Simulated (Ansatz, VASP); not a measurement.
MnSb in VASP and in Ansatz

File INCAR:

```
SYSTEM = MnSb
PREC = Accurate
ENCUT = 520
EDIFF = 1E-6
ISMEAR = -1
SIGMA = 0.05
LREAL = .False.
LASPH = .True.
NELM = 150
ALGO = Normal
ISIF = 2
LWAVE = .False.
LCHARG = .True.
ISPIN = 2
MAGMOM = 0 0 4 4
LORBIT = 11
LMAXMIX = 4
GGA = PS
LELF = .True.
LVHAR = .True.
NBANDS = 30
```

Contents of KPOINTS:

```
Automatic mesh
0
Gamma
  7 7 5
  0 0 0
```

File POSCAR:

```
MnSb
1.0
    4.1221468118      0.0000000000      0.0000000000
   -2.0610734059      3.5698838571      0.0000000000
    0.0000000000      0.0000000000      5.7412068848
Sb Mn
2 2
Direct
    0.6666666667      0.3333333333      0.7500000000
    0.3333333333      0.6666666667      0.2500000000
    0.0000000000      0.0000000000      0.5000000000
    0.0000000000      0.0000000000      0.0000000000
```

File input.yaml:

```yaml
crystal:
  lattice:
    - [4.1221468118, 0.0, 0.0]
    - [-2.0610734059, 3.5698838571, 0.0]
    - [0.0, 0.0, 5.7412068848]
  atoms:
    - { symbol: Sb, position: [0.6666666667, 0.3333333333, 0.75] }
    - { symbol: Sb, position: [0.3333333333, 0.6666666667, 0.25] }
    - { symbol: Mn, position: [0.0, 0.0, 0.5], spin: 4.0 }
    - { symbol: Mn, position: [0.0, 0.0, 0.0], spin: 4.0 }
hamiltonian:
  xc: pbesol
  pseudopotentials: { kind: paw }
magnetization:
  spin_polarized: true
kpoints:
  mp_grid: { grid: [7, 7, 5] }
scf:
  occupations: { method: fermi_dirac, width: 0.05 }
output:
  forces: true
  stress: true
  eigenvalues: true
```

Alike in both runs: task single point; functional PBEsol; k mesh 7 × 7 × 5; occupations fermi-dirac, width 0.05 eV; collinear spin.

|  | VASP | Ansatz |
| --- | --- | --- |
| version | VASP 6.6.1 | Ansatz 0.2.0 |
| potentials or method | VASP PAW PBE potentials, release 64 (Sb, Mn_pv) | Ansatz PAW |
| plane-wave cutoff (eV) | 520 | 420 |
| valence electrons in the cell | 36 | 60 |

VASP gave:

```
gap on the k mesh at the Fermi level (eV)                     : none
pressure (GPa)                                                : -6.3
traceless stress, the component that is largest in VASP (GPa) : -0.85
net moment per atom (μB)                                      : 1.64
size of the moment on the site where the two differ most (μB) : 3.32
```

Task: Which values does Ansatz return?

Result: gap on the k mesh at the Fermi level (eV): none; pressure (GPa): -6.3; traceless stress, the component that is largest in VASP (GPa): -0.84; net moment per atom (μB): 1.64; size of the moment on the site where the two differ most (μB): 3.35.

VASP's potentials were made for PBE, not for PBEsol. Site moments also hang on the region over which each program counts them. A gap of «none» marks a metal or a gap that the smearing closes. The functional is the same, so the differences come from potentials, cutoffs and numerics. VASP's potentials hold 36 valence electrons a cell and Ansatz's 60, so a difference there can come from the potentials and not from the codes.

Spin-orbit coupling is off throughout.
